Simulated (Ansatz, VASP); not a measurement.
# One calculation of SnSe2, two programs

```
CELL_PARAMETERS angstrom
3.87167 0.00000 0.00000
-1.93584 3.35297 0.00000
0.00000 0.00000 6.97110
ATOMIC_POSITIONS crystal
Sn 0.00000 0.00000 0.00000
Se 0.66667 0.33333 0.77126
Se 0.33333 0.66667 0.22874
```

Alike in both runs: functional PBE; k mesh 12 × 12 × 4; occupations gaussian, width 0.02 eV; no spin polarisation.

Ansatz relaxed the structure, and its values are those at the end. VASP's run is a single point on that final structure, the one shown.

|  | VASP | Ansatz |
| --- | --- | --- |
| version | VASP 6.6.1 | Ansatz 0.2.0 |
| potentials or method | VASP PAW PBE potentials, release 64 (Sn_d, Se), cutoff 520 eV | scalar-relativistic, plane waves, PAW |
| valence electrons in the cell | 26 | 46 |

|  | VASP | Ansatz | Ansatz less VASP |
| --- | --- | --- | --- |
| gap on the k mesh at the Fermi level (eV) | 0.70 | 0.70 | +0.002 |
| least direct gap on the mesh (eV) | 1.08 | 1.08 | +0.003 |
| pressure (GPa) | 0.1 | 0.0 | -0.05 |
| rms of the force components (eV/Å) | 0.006 | 0.000 | -0.0057 |

VASP's potentials hold 26 valence electrons a cell and Ansatz's 46, so a difference there can come from the potentials and not from the codes.
